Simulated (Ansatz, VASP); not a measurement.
SnW2 in VASP and in Ansatz

```
CELL_PARAMETERS angstrom
3.07478 0.00000 0.00000
0.00000 3.07478 0.00000
0.00000 0.00000 5.87462
ATOMIC_POSITIONS crystal
Sn 0.00000 0.00000 0.00000
W 0.50000 0.50000 0.27000
W 0.50000 0.50000 0.73000
```

Change from the starting cell: species swapped into the FeSi2 type (P4/mmm, No. 123).

Alike in both runs: task relaxation of cell and atoms; functional PBE; k mesh 6 × 6 × 4; occupations gaussian, width 0.1 eV; no spin polarisation.

|  | VASP | Ansatz |
| --- | --- | --- |
| version | VASP 6.6.1 | Ansatz 0.2.0 |
| potentials or method | VASP PAW PBE potentials, release 64 (Sn_d, W_sv), cutoff 600 eV | scalar-relativistic, plane waves, PAW |
| valence electrons in the cell | 42 | 42 |

Ansatz gave:

- gap on the k mesh at the Fermi level, each at its own relaxed structure (eV): none
- relaxed volume (Å³/atom): 19.10
- relaxed cell length with the largest relative difference (Å): 2.797

Q: Estimate VASP's values.

A: gap on the k mesh at the Fermi level, each at its own relaxed structure (eV): none; relaxed volume (Å³/atom): 19.14; relaxed cell length with the largest relative difference (Å): 2.799.

A gap of «none» marks a metal or a gap that the smearing closes.

Neither program's run includes spin-orbit coupling.
